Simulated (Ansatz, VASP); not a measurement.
Two plane-wave programs on NaF

```
Na F
1.0
     0.00000    2.29713    2.29713
     2.29713    0.00000    2.29713
     2.29713    2.29713    0.00000
Na F
1 1
Cartesian
  0.0000 0.0000 0.0000
  2.2971 2.2971 2.2971
```

Alike in both runs: functional r2SCAN; k mesh 8 × 8 × 8; no spin polarisation.

Ansatz relaxed the structure, and its values are those at the end. VASP's run is a single point on that final structure, the one shown.

|  | VASP | Ansatz |
| --- | --- | --- |
| version | VASP 6.6.1 | Ansatz 0.2.0 |
| potentials or method | VASP PAW PBE potentials, release 64 (Na_pv, F), cutoff 520 eV | scalar-relativistic, plane waves, PAW |
| occupations | gaussian, width 0.01 eV | fixed |
| valence electrons in the cell | 14 | 16 |

VASP gave:

- gap on the k mesh at the Fermi level (eV): 7.32
- least direct gap on the mesh (eV): 7.32
- pressure (GPa): -0.9

**Question.** Which values does Ansatz return?

**Answer.** gap on the k mesh at the Fermi level (eV): 7.28; least direct gap on the mesh (eV): 7.28; pressure (GPa): 0.0.

VASP's potentials were made for PBE, not for r2SCAN. VASP's potentials hold 14 valence electrons a cell and Ansatz's 16, so a difference there can come from the potentials and not from the codes.
